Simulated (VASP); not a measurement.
Runs of VASP 6.6.1 on GaSb. The structure is that of space group I-4m2 (No. 119), or close to it. The cells are those of the table. 

```csv
cell,k mesh,gap on the mesh (eV),pressure (GPa)
"a = 4.483, b = 4.483, c = 6.104 Å, 4 atoms",10 × 10 × 8,0.19,-0.9
"a = 4.483, b = 4.483, c = 6.141 Å, 4 atoms",10 × 10 × 8,0.16,-1.1
"a = 4.325, b = 4.325, c = 6.588 Å, 4 atoms",12 × 12 × 8,(a),-1.1
"a = 4.571, b = 4.571, c = 5.994 Å, 4 atoms",10 × 10 × 8,0.19,-1.7
```

Alike in all rows: task single point; level PBE; potentials or basis VASP PAW PBE potentials, release 64 (Ga_d, Sb); no spin polarisation; cutoff (eV) 520; smearing gaussian 0.1 eV.

Question: Estimate the missing entries.

Answer: (a) none.

Caveats: spin-orbit coupling is left out, which moves the levels of the heavy elements; semilocal functionals underestimate gaps, so a narrow gap can read as zero (at least some runs).

A k mesh can miss the band edges, and the runs leave out spin-orbit coupling on Ga, Sb.
